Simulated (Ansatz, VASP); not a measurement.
# Two plane-wave programs on InAs

```xyz
2
Lattice="0.0000 3.0240 3.1752 3.0240 0.0000 3.1752 3.0240 3.0240 0.0000" Properties=species:S:1:pos:R:3 pbc="T T T"
In    0.0000    0.0000    0.0000
As    4.5360    4.5360    4.7628
```

Change from the starting cell: strain +0.000 along x and y, +0.050 along z, atoms carried along.

Alike in both runs: task single point; functional PBEsol; k mesh 14 × 14 × 14; occupations gaussian, width 0.15 eV; no spin polarisation.

```csv
,VASP,Ansatz
version,VASP 6.6.1,Ansatz 0.2.0
potentials or method,"VASP PAW PBE potentials, release 64 (In_d, As), cutoff 520 eV","scalar-relativistic, plane waves, PAW"
valence electrons in the cell,18,28
```

|  | VASP | Ansatz | Ansatz less VASP |
| --- | --- | --- | --- |
| gap on the k mesh at the Fermi level (eV) | none | none | - |
| pressure (GPa) | -1.5 | -1.6 | -0.07 |
| traceless stress, the component that is largest in VASP (GPa) | -1.24 | -1.25 | -0.003 |

VASP's potentials were made for PBE, not for PBEsol. A gap of «none» marks a metal or a gap that the smearing closes. With one functional, cell and mesh, what is left measures potentials, basis and numerics. VASP's potentials hold 18 valence electrons a cell and Ansatz's 28, so a difference there can come from the potentials and not from the codes.
